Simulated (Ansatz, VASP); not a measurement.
Cr: VASP beside Ansatz

```xyz
1
Lattice="2.8478 0.0000 0.0000 0.0000 2.8478 0.0000 1.4239 -1.4239 1.4239" Properties=species:S:1:pos:R:3 pbc="T T T"
Cr    0.0000    0.0000    0.0000
```

Alike in both runs: task single point; functional PBE; k mesh 12 × 12 × 24; occupations gaussian, width 0.1 eV; no spin polarisation.

```csv
,VASP,Ansatz
version,VASP 6.6.1,Ansatz 0.2.0
potentials or method,"VASP PAW PBE potentials, release 64 (Cr_pv), cutoff 520 eV","scalar-relativistic, plane waves, PAW"
valence electrons in the cell,12,14
```

Ansatz gave:

```
gap on the k mesh at the Fermi level (eV) : none
pressure (GPa)                            : 0.0
```

**Question.** Estimate VASP's values.

**Answer.** gap on the k mesh at the Fermi level (eV): none; pressure (GPa): -0.5.

A gap of «none» marks a metal or a gap that the smearing closes. VASP's potentials hold 12 valence electrons a cell and Ansatz's 14, so a difference there can come from the potentials and not from the codes.
